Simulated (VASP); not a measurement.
Here is a VASP 6.6.1 calculation.

File INCAR:

```
PREC     = Accurate       # precision mode
ENCUT    = 520            # plane-wave cutoff, eV
EDIFF    = 1E-7           # SCF threshold, eV
ISMEAR   = 0              # smearing method
SIGMA    = 0.1            # smearing width, eV
LREAL    = False          # projectors in reciprocal space
LASPH    = True           # aspherical terms in the spheres
NELM     = 80             # most SCF steps
ALGO     = Normal         # electronic algorithm
ISIF     = 2              # what is computed and relaxed
LWAVE    = False          # write WAVECAR
LCHARG   = False          # write CHGCAR
GGA      = PE             # functional
NBANDS   = 39             # bands
```

Contents of KPOINTS:

```
regular mesh
0
Gamma
  3 3 4
```

POSCAR

```
Ge3Te2S
1.0
    6.2051280800      0.0000000000      0.0000000000
   -3.1025640400      5.3737985500      0.0000000000
    0.0000000000      0.0000000000      4.5829934900
Ge Te S
3 2 1
Direct
    0.0000000000      0.5000000000      0.9950230700
    0.5000000000      0.0000000000      0.9950230700
    0.5000000000      0.5000000000      0.9950230700
    0.6666666700      0.3333333300      0.4961477200
    0.3333333300      0.6666666700      0.4961477200
    0.0000000000      0.0000000000      0.1926302600
```

Potentials or basis: VASP PAW PBE potentials, release 64 (Ge_d, Te, S).

Run with:

```bash
$ cat potpaw_PBE.64/Ge_d/POTCAR potpaw_PBE.64/Te/POTCAR potpaw_PBE.64/S/POTCAR > POTCAR
$ mpirun -np 1 vasp_std > vasp.out
```

(1) Predict the band gap on the k mesh.

(2) Predict the pressure.

(3) What does it give for the largest force?

Results:

(1) zero (bands 30 and 31 overlap by 1.57 eV).

(2) 2.3 GPa.

(3) 0.798 eV/Å.

Caveat: the k points lie up to 0.39 Å⁻¹ apart, too coarse for converged energies and pressures of a metal; spin-orbit coupling is left out, which moves the levels of the heavy elements.
